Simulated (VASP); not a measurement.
# W4N (P-4m2) in VASP: notebook

W4N is run at these levels: PBE; tasks: single point.

Everything below comes from runs of VASP 6.6.1. Logs are shortened: lines on timing, memory, paths and dates and some standing lists are left out, and cuts for length are marked.

### Step 1. The cell of the first run

The structure is tetragonal, space group P-4m2 (No. 115). Conventional cell: a = 4.119 Å, b = 4.119 Å, c = 4.197 Å, α = 90.00°, β = 90.00°, γ = 90.00°. Within 3.7 Å of W (site symmetry -4m2) lie 12 W at 2.79 to 3.10 Å and 8 N at 3.59 Å. W (site symmetry 2mm) has 2 N at 2.07 Å and 4 W at 2.79 Å within 2.8 Å. Within 2.8 Å of W (site symmetry -4m2) lie 2 N at 2.10 Å and 4 W at 2.79 Å. N (site symmetry -4m2) has 6 W at 2.07 to 2.10 Å within 2.7 Å.

The cell was generated, and may not be a known phase.

### Step 2. Single point, PBE

INCAR reads:

```
PREC = Accurate ; ENCUT = 520
EDIFF = 1E-6 ; ISMEAR = 0
SIGMA = 0.1 ; LREAL = F
LASPH = T ; NELM = 60
ALGO = Normal ; ISIF = 2
LWAVE = F ; LCHARG = F
GGA = PE ; NBANDS = 38
```

KPOINTS reads:

```
regular mesh
0
Gamma
  4 4 4
```

POSCAR reads:

```
W4N
1.0
    4.1194267417      0.0000000000      0.0000000000
    0.0000000000      4.1194267417      0.0000000000
    0.0000000000      0.0000000000      4.1972806669
W N
4 1
Direct
    0.0000000000      0.0000000000      0.0000000000
    0.0000000000      0.5000000000      0.5505826603
    0.5000000000      0.0000000000      0.4494173397
    0.5000000000      0.5000000000      0.0000000000
    0.5000000000      0.5000000000      0.5000000000
```

Potentials or basis: VASP PAW PBE potentials, release 64 (W_sv, N).

The run is started by

```sh
cat potpaw_PBE.64/W_sv/POTCAR potpaw_PBE.64/N/POTCAR > POTCAR
mpirun -np 1 vasp_std > vasp.out
```

OUTCAR:

```text
PREC = Accurate
   ENCUT = 520
   EDIFF = 1E-6
   ISMEAR = 0
   LREAL = F
   LASPH = T
   NELM = 60
   ISIF = 2
   GGA = PE

 ion  position               nearest neighbor table
   1  0.000  0.000  0.000-   2 2.79   3 2.79   2 2.79   3 2.79   4 2.91   4 2.91   4 2.91   4 2.91
                             2 3.10   2 3.10   3 3.10   3 3.10
   2  0.000  0.500  0.551-   5 2.07   5 2.07   1 2.79   1 2.79   4 2.79   4 2.79   3 2.94   3 2.94
                             3 2.94   3 2.94   4 3.10   1 3.10   4 3.10   1 3.10
   3  0.500  0.000  0.449-   5 2.07   5 2.07   1 2.79   4 2.79   4 2.79   1 2.79   2 2.94   2 2.94
                             2 2.94   2 2.94   1 3.10   1 3.10   4 3.10   4 3.10
   4  0.500  0.500  0.000-   5 2.10   5 2.10   2 2.79   3 2.79   3 2.79   2 2.79   1 2.91   1 2.91
                             1 2.91   1 2.91   2 3.10   3 3.10   2 3.10   3 3.10
   5  0.500  0.500  0.500-   2 2.07   3 2.07   3 2.07   2 2.07   4 2.10   4 2.10

  LATTYP: Found a simple tetragonal cell.
 ALAT       =     4.1194267417
 C/A-ratio  =     1.0188992134

  Lattice vectors:

 A1 = (   4.1194267417,   0.0000000000,   0.0000000000)
 A2 = (   0.0000000000,   4.1194267417,   0.0000000000)
 A3 = (   0.0000000000,   0.0000000000,   4.1972806669)

Analysis of symmetry for initial positions (statically):
=====================================================================
 Subroutine PRICEL returns:
 Original cell was already a primitive cell.

 Routine SETGRP: Setting up the symmetry group for a
 simple tetragonal supercell.

 Subroutine GETGRP returns: Found  8 space group operations
 (whereof  8 operations were pure point group operations)
 out of a pool of 16 trial point group operations.

The static configuration has the point symmetry D_2d.

Analysis of symmetry for dynamics (positions and initial velocities):
=====================================================================
 Subroutine PRICEL returns:
 Original cell was already a primitive cell.

 Routine SETGRP: Setting up the symmetry group for a
 simple tetragonal supercell.

 Subroutine GETGRP returns: Found  8 space group operations
 (whereof  8 operations were pure point group operations)
 out of a pool of 16 trial point group operations.

The dynamic configuration has the point symmetry D_2d.

 Subroutine INISYM returns: Found  8 space group operations
 (whereof  8 operations are pure point group operations),
 and found     1 'primitive' translations

[... 94 lines left out ...]
   LREAL  =      F    real-space projection
   EDIFFG = 0.1E-04   stopping-criterion for IOM
   NSW    =      0    number of steps for IOM
   IBRION =     -1    ionic relax: 0-MD 1-quasi-New 2-CG
   NFREE  =      0    steps in history (QN), initial steepest desc. (CG)
   ISIF   =      2    stress and relaxation
   ISYM   =      2    0-nonsym 1-usesym 2-fastsym
   POTIM  = 0.5000    time-step for ionic-motion
   TEBEG  =    0.0;   TEEND  =   0.0 temperature during run
   PSTRESS=    0.0 pullay stress
   NELECT =      61.0000    total number of electrons
   NUPDOWN=      -1.0000    fix difference up-down
   EMIN   =  10.00;   EMAX   =-10.00  energy-range for DOS
   EFERMI =   0.00;   METHOD = LEGACY
   ISMEAR =     0;   SIGMA  =   0.10  broadening in eV -4-tet -1-fermi 0-gaus
   EFERMI_NEDOS =   21; number of points for ismear=-14 and -15
   IALGO  =     38    algorithm
   IMIX   =      4    mixing-type and parameters
     AMIX     =   0.40;   BMIX     =  1.00
     AMIX_MAG =   1.60;   BMIX_MAG =  1.00
  volume/ion in A,a.u.               =      14.25        96.13
  Fermi-wavevector in a.u.,A,eV,Ry     =   1.554668  2.937896 32.885169  2.416992
  Thomas-Fermi vector in A             =   2.658721
   LORBIT       =      0    0 simple, 1 ext, 2 COOP (PROOUT), +10 PAW based schemes
   GGA     = PE    functional components
   LHFCALC =     F    Hartree Fock is set to
   AEXX    =    0.0000 exact exchange contribution
   IVDW    =     0    specifies the selected vdW correction
   LEPSILON=     F    determine dielectric tensor
   LRPA    =     F    only Hartree local field effects (RPA)
 non-spin polarized calculation
 Gauss-broadening in eV      SIGMA  =   0.10
  energy-cutoff  :      520.00
  volume of cell :       71.23
 maximum number of plane-waves:      1948
 NGX is ok and might be reduce to    32
   NGX = 15   NGY = 15   NGZ = 15

 number of electron      61.0000005 magnetization

 Free energy of the ion-electron system (eV)
  ---------------------------------------------------
  ext. energy  EPLUGINS =         0.00000000
  ---------------------------------------------------
  free energy    TOTEN  =       -59.63344417 eV

  energy without entropy =      -59.61946433  energy(sigma->0) =      -59.62645425

 E-fermi :  10.6345     XC(G=0): -13.4128

 val. band max:       10.6061402694   @ k =   0.5000   0.0000   0.2500
 cond. band min:      10.6410246926   @ k =   0.5000   0.2500   0.0000
 fundamental gap:      0.0348844232
 Fermi energy:        10.6345440216

 k-point     1 :       0.0000    0.0000    0.0000
  band No.  band energies     occupation
      1     -63.3756      2.00000
      2     -63.2484      2.00000
      3     -63.2126      2.00000
      4     -62.9996      2.00000
      5     -28.0973      2.00000
      6     -28.0571      2.00000
[... 727 lines left out ...]
     37      14.3237      0.00000
     38      14.5769      0.00000

------------------------ aborting loop because EDIFF is reached ----------------------------------------

  FORCE on cell =-STRESS in cart. coord.  units (eV):
  Direction    XX          YY          ZZ          XY          YZ          ZX
  --------------------------------------------------------------------------------------
  -------------------------------------------------------------------------------------
  Total        0.3018952      0.3018952      0.3210429      0.0000000      0.0000000      0.0000000
  in kB        6.7908674      6.7908674      7.2215769      0.0000000      0.0000000      0.0000000
  external PRESSURE =       6.9344372 kB  Pullay stress =       0.0000000 kB

 VOLUME and BASIS-vectors are now :
 -----------------------------------------------------------------------------
  energy-cutoff  :      520.00
  volume of cell :       71.23
      direct lattice vectors                 reciprocal lattice vectors
     4.119426742  0.000000000  0.000000000     0.242752223  0.000000000  0.000000000
     0.000000000  4.119426742  0.000000000     0.000000000  0.242752223  0.000000000
     0.000000000  0.000000000  4.197280667     0.000000000  0.000000000  0.238249495

 POSITION                                       TOTAL-FORCE (eV/Angst)
 -----------------------------------------------------------------------------------
      0.00000      0.00000      0.00000        -0.000000      0.000000      0.000000
      0.00000      2.05971      2.31095        -0.000000      0.000000      0.006409
      2.05971      0.00000      1.88633        -0.000000      0.000000     -0.006409
      2.05971      2.05971      0.00000         0.000000     -0.000000      0.000000
      2.05971      2.05971      2.09864        -0.000000      0.000000      0.000000
 -----------------------------------------------------------------------------------
    total drift:                                0.000000     -0.000000     -0.000000

  FREE ENERGIE OF THE ION-ELECTRON SYSTEM (eV)
  ---------------------------------------------------
  free  energy   TOTEN  =       -59.6334441711 eV

  energy  without entropy=      -59.6194643285  energy(sigma->0) =      -59.62645425
```

Wall time 45 s (1 thread of Intel Xeon 8259CL, shared host); peak memory 0.19 GiB.

What came out:

- Free energy: -59.6334 eV
- Pressure: 0.7 GPa
- Largest force: 0.006 eV/Å
- Band gap on the k mesh: zero (an odd number of electrons rules out a gap without spin polarisation)

Forces on the atoms (eV/Å):
```
W    0.000  0.000  0.000
W    0.000  0.000  0.006
W    0.000  0.000 -0.006
W    0.000  0.000  0.000
N    0.000  0.000  0.000
```

Levels at points of the mesh, in eV from the Fermi level:
```tsv
k point	band 27	band 28	band 29	band 30	band 31	band 32	band 33	band 34
(0.00, 0.00, 0.00)	-0.88	-0.88	-0.86	1.50	1.62	3.09	3.73	3.73
(0.50, 0.00, 0.00)	-2.16	-0.86	-0.51	-0.38	0.09	0.98	1.15	1.40
(0.50, 0.50, 0.00)	-1.98	-1.90	-1.03	-1.03	0.35	0.97	1.09	1.68
(0.00, 0.00, 0.50)	-2.27	-0.93	-0.93	-0.42	-0.20	1.01	1.01	1.37
(0.50, 0.00, 0.50)	-2.07	-1.89	-1.31	-0.65	0.78	0.81	0.83	1.28
(0.50, 0.50, 0.50)	-0.89	-0.89	-0.74	0.16	0.16	0.35	3.13	3.13
```

Caveat: the k points lie up to 0.38 Å⁻¹ apart, too coarse for converged energies and pressures of a metal; spin-orbit coupling is left out, which moves the levels of the heavy elements.

### Step 3. Single point, PBE

This run uses another cell than the first one, of 18.88 Å³/atom.

INCAR reads:

```
ALGO = Normal
EDIFF = 1E-6
ENCUT = 520
GGA = PE
ISIF = 2
ISMEAR = 0
LASPH = T
LCHARG = F
LREAL = F
LWAVE = F
NBANDS = 38
NELM = 60
PREC = Accurate
SIGMA = 0.1
```

KPOINTS reads:

```
k-points
0
Gamma
  4 4 4
```

POSCAR reads:

```
W4N
1.0
    4.4926303600      0.0000000000      0.0000000000
    0.0000000000      4.4926303600      0.0000000000
    0.0000000000      0.0000000000      4.6768163000
W N
4 1
Direct
    0.0000000000      0.0000000000      0.0000000000
    0.0000000000      0.5000000000      0.8355355800
    0.5000000000      0.0000000000      0.1644644200
    0.5000000000      0.5000000000      0.0000000000
    0.5000000000      0.5000000000      0.5000000000
```

Potentials or basis: VASP PAW PBE potentials, release 64 (W_sv, N).

The run is started by

```sh
cat potpaw_PBE.64/W_sv/POTCAR potpaw_PBE.64/N/POTCAR > POTCAR
mpirun -np 1 vasp_std > vasp.out
```

OUTCAR:

```text
EDIFF = 1E-6
   ENCUT = 520
   GGA = PE
   ISIF = 2
   ISMEAR = 0
   LASPH = T
   LREAL = F
   NELM = 60
   PREC = Accurate

 ion  position               nearest neighbor table
   1  0.000  0.000  0.000-   2 2.37   3 2.37   2 2.37   3 2.37   4 3.18   4 3.18   4 3.18   4 3.18

   2  0.000  0.500  0.836-   1 2.37   4 2.37   1 2.37   4 2.37
   3  0.500  0.000  0.164-   1 2.37   4 2.37   4 2.37   1 2.37
   4  0.500  0.500  0.000-   5 2.34   5 2.34   2 2.37   3 2.37   3 2.37   2 2.37   1 3.18   1 3.18
                             1 3.18   1 3.18
   5  0.500  0.500  0.500-   4 2.34   4 2.34

  LATTYP: Found a simple tetragonal cell.
 ALAT       =     4.4926303600
 C/A-ratio  =     1.0409973502

  Lattice vectors:

 A1 = (   4.4926303600,   0.0000000000,   0.0000000000)
 A2 = (   0.0000000000,   4.4926303600,   0.0000000000)
 A3 = (   0.0000000000,   0.0000000000,   4.6768163000)

Analysis of symmetry for initial positions (statically):
=====================================================================
[... 171 lines left out ...]

 E-fermi :   6.6410     XC(G=0): -11.3436

 val. band max:        6.6120137193   @ k =   0.2500   0.2500   0.2500
 cond. band min:       6.6892164252   @ k =   0.5000   0.0000   0.5000
 fundamental gap:      0.0772027059
 Fermi energy:         6.6410349660

 k-point     1 :       0.0000    0.0000    0.0000
  band No.  band energies     occupation
      1     -67.3533      2.00000
      2     -67.0528      2.00000
      3     -66.9622      2.00000
      4     -66.6111      2.00000
      5     -32.9159      2.00000
      6     -32.9159      2.00000
[... 727 lines left out ...]
     37      10.9075      0.00000
     38      11.2450      0.00000

------------------------ aborting loop because EDIFF is reached ----------------------------------------

  FORCE on cell =-STRESS in cart. coord.  units (eV):
  Direction    XX          YY          ZZ          XY          YZ          ZX
  --------------------------------------------------------------------------------------
  -------------------------------------------------------------------------------------
  Total       22.0192191     22.0192191     -6.4128656      0.0000000     -0.0000000      0.0000000
  in kB      373.7324510    373.7324510   -108.8456396      0.0000000     -0.0000000      0.0000000
  external PRESSURE =     212.8730875 kB  Pullay stress =       0.0000000 kB

 VOLUME and BASIS-vectors are now :
 -----------------------------------------------------------------------------
  energy-cutoff  :      520.00
  volume of cell :       94.40
      direct lattice vectors                 reciprocal lattice vectors
     4.492630360  0.000000000  0.000000000     0.222586752  0.000000000  0.000000000
     0.000000000  4.492630360  0.000000000     0.000000000  0.222586752  0.000000000
     0.000000000  0.000000000  4.676816300     0.000000000  0.000000000  0.213820671

 POSITION                                       TOTAL-FORCE (eV/Angst)
 -----------------------------------------------------------------------------------
      0.00000      0.00000      0.00000        -0.000000     -0.000000      0.000000
      0.00000      2.24632      3.90765        -0.000000     -0.000000     -5.310229
      2.24632      0.00000      0.76917         0.000000     -0.000000      5.310229
      2.24632      2.24632      0.00000        -0.000000      0.000000      0.000000
      2.24632      2.24632      2.33841        -0.000000     -0.000000      0.000000
 -----------------------------------------------------------------------------------
    total drift:                                0.000000      0.000000     -0.000000

  FREE ENERGIE OF THE ION-ELECTRON SYSTEM (eV)
  ---------------------------------------------------
  free  energy   TOTEN  =       -48.1201967405 eV

  energy  without entropy=      -48.1094597075  energy(sigma->0) =      -48.11482822
```

OSZICAR:

```text
N       E                     dE             d eps       ncg     rms          rms(c)
DAV:   1     0.784367987655E+03    0.78437E+03   -0.34975E+04  1368   0.177E+03
DAV:   2     0.463350159109E+00   -0.78390E+03   -0.76304E+03  1432   0.562E+02
DAV:   3    -0.495636506046E+02   -0.50027E+02   -0.47247E+02  1696   0.130E+02
DAV:   4    -0.512358203370E+02   -0.16722E+01   -0.16492E+01  1636   0.227E+01
DAV:   5    -0.512760719854E+02   -0.40252E-01   -0.40128E-01  1644   0.361E+00    0.441E+01
DAV:   6    -0.500107278901E+02    0.12653E+01   -0.22721E+01  1756   0.262E+01    0.226E+01
DAV:   7    -0.490113335914E+02    0.99939E+00   -0.16426E+01  1812   0.207E+01    0.149E+01
DAV:   8    -0.481234159311E+02    0.88792E+00   -0.38682E+00  1736   0.123E+01    0.124E+00
DAV:   9    -0.481314550511E+02   -0.80391E-02   -0.42797E-01  1602   0.456E+00    0.105E+00
DAV:  10    -0.481204058809E+02    0.11049E-01   -0.54383E-02  1664   0.222E+00    0.357E-01
DAV:  11    -0.481202312440E+02    0.17464E-03   -0.60696E-03  1662   0.592E-01    0.135E-01
DAV:  12    -0.481201789859E+02    0.52258E-04   -0.78553E-04  1778   0.279E-01    0.811E-02
DAV:  13    -0.481201897584E+02   -0.10772E-04   -0.27960E-04  1628   0.171E-01    0.270E-02
DAV:  14    -0.481201984994E+02   -0.87411E-05   -0.55677E-05  1718   0.693E-02    0.155E-02
DAV:  15    -0.481201964130E+02    0.20865E-05   -0.87473E-06  1594   0.237E-02    0.391E-03
DAV:  16    -0.481201967405E+02   -0.32758E-06   -0.55234E-07   920   0.773E-03
   1 F= -.48120197E+02 E0= -.48114828E+02  d E =-.107370E-01
```

It took 89 s on 1 thread of Intel Xeon 8259CL, shared host; peak memory 0.23 GiB.

Results:

* Free energy: -48.1202 eV
* Pressure: 21.3 GPa
* Largest force: 5.310 eV/Å
* Band gap on the k mesh: zero (an odd number of electrons rules out a gap without spin polarisation)

Forces in eV/Å, atoms in the order of the input:
```
W    0.000  0.000  0.000
W    0.000  0.000 -5.310
W    0.000  0.000  5.310
W    0.000  0.000  0.000
N    0.000  0.000  0.000
```

Levels at points of the mesh, in eV from the Fermi level:
| k point | band 28 | band 29 | band 30 | band 31 | band 32 | band 33 | band 34 | band 35 |
| --- | --- | --- | --- | --- | --- | --- | --- | --- |
| (0.00, 0.00, 0.00) | -0.49 | -0.40 | -0.36 | -0.36 | -0.07 | 0.57 | 1.38 | 1.38 |
| (0.50, 0.00, 0.00) | -2.09 | -0.37 | -0.29 | -0.23 | -0.21 | 0.75 | 1.18 | 1.87 |
| (0.50, 0.50, 0.00) | -2.11 | -1.50 | -0.40 | -0.40 | 1.10 | 1.69 | 1.69 | 2.64 |
| (0.00, 0.00, 0.50) | -1.01 | 0.30 | 0.37 | 0.74 | 0.90 | 0.90 | 1.10 | 1.38 |
| (0.50, 0.00, 0.50) | -1.10 | -0.48 | -0.40 | 0.05 | 0.52 | 0.87 | 1.06 | 2.03 |
| (0.50, 0.50, 0.50) | -1.97 | -0.95 | -0.95 | -0.50 | 1.54 | 2.01 | 2.17 | 2.17 |

Caveat: the stress differs along the axes, from -11 to 37 GPa; spin-orbit coupling is left out, which moves the levels of the heavy elements; forces of over 1 eV/Å act on the atoms, so gaps and moduli don't describe the material at rest.

The gap in the log of VASP goes by the Fermi energy; the results here count the filled bands.